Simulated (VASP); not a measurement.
Here is a VASP 6.6.1 calculation.

Contents of INCAR:

```
PREC = Accurate ; ENCUT = 520
EDIFF = 1E-6 ; ISMEAR = 0
SIGMA = 0.15 ; LREAL = False
LASPH = True ; NELM = 100
ALGO = Fast ; ISIF = 2
LWAVE = False ; LCHARG = False
GGA = PS ; NBANDS = 21
```

KPOINTS

```
Automatic mesh
0
Gamma
  18 18 10
```

File POSCAR:

```
Ru
1.0
    2.8403000000      0.0000000000      0.0000000000
   -1.4201500000      2.4597719544      0.0000000000
    0.0000000000      0.0000000000      4.1503000000
Ru
2
Direct
    0.3333333333      0.6666666667      0.2500000000
    0.6666666667      0.3333333333      0.7500000000
```

Potentials or basis: VASP PAW PBE potentials, release 64 (Ru_pv).

The run is started by

```console
$ cat potpaw_PBE.64/Ru_pv/POTCAR > POTCAR
$ mpirun -np 1 vasp_std > vasp.out
```

**Question.** What does it give for the pressure?

**Answer.** -21.3 GPa.

**Question.** Estimate the band gap on the k mesh.

**Answer.** Zero (band 14 reaches 12.71 eV, above the bottom of band 15 at 10.00 eV).

Stress tensor (GPa, compression positive):
```
-29.69   0.00   0.00
  0.00 -29.69   0.00
  0.00   0.00  -4.65
```

Caveat: the PAW data sets were made with another functional, which shifts forces and pressure a little.
